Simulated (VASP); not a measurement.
Crystal: Bi.

```
Bi
1.0
    -1.99455    1.99455    1.99455
     1.99455   -1.99455    1.99455
     1.99455    1.99455   -1.99455
Bi
1
Direct
  0.00000 0.00000 0.00000
```

Base run:

| Item | Value |
| --- | --- |
| Program | VASP 6.6.1 |
| Functional | BLYP |
| Potentials or basis | VASP PAW PBE potentials, release 64 (Bi_d) |
| Cutoff | 520 eV |
| k mesh | 9 × 9 × 9 |
| Occupations | fermi-dirac, width 0.05 eV |
| Spin | no spin polarisation |

Its results: pressure 3.9 GPa.

Q: The run is repeated on the same cell with these changes: functional from BLYP to BHLYP; k mesh from 9 × 9 × 9 to 5 × 5 × 5. What comes out?

A: Pressure 0.1 GPa.

Several settings changed at once, so the effect can't be laid on one alone.

Caveats: some runs use coarse meshes; the PAW data sets were made with another functional, which shifts forces and pressure a little.
